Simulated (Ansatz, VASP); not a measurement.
One calculation of ScAl2N3, two programs

```
CELL_PARAMETERS angstrom
4.91700 -2.82855 0.00000
4.91700 2.82855 0.00000
0.00000 0.00000 4.95045
ATOMIC_POSITIONS crystal
Al 0.00648 0.33573 0.98752
Al 0.66427 0.99352 0.98752
Al 0.99352 0.66427 0.48752
Al 0.33573 0.00648 0.48752
Sc 0.32243 0.67757 0.96971
Sc 0.67757 0.32243 0.46971
N 0.02880 0.33235 0.36926
N 0.66765 0.97120 0.36926
N 0.97120 0.66765 0.86926
N 0.33235 0.02880 0.86926
N 0.30983 0.69017 0.40474
N 0.69017 0.30983 0.90474
```

Alike in both runs: functional PBEsol; k mesh 6 × 6 × 6; occupations gaussian, width 0.02 eV; no spin polarisation.

Ansatz relaxed the structure, and its values are those at the end. VASP's run is a single point on that final structure, the one shown.

```csv
,VASP,Ansatz
version,VASP 6.6.1,Ansatz 0.2.0
potentials or method,"VASP PAW PBE potentials, release 64 (Al, Sc_sv, N), cutoff 520 eV","scalar-relativistic, plane waves, PAW"
valence electrons in the cell,64,64
```

```csv
,VASP,Ansatz,Ansatz less VASP
gap on the k mesh at the Fermi level (eV),2.86,2.87,+0.009
least direct gap on the mesh (eV),2.86,2.87,+0.009
pressure (GPa),0.3,0.0,-0.26
rms of the force components (eV/Å),0.022,0.004,-0.0181
```

VASP's potentials were made for PBE, not for PBEsol.
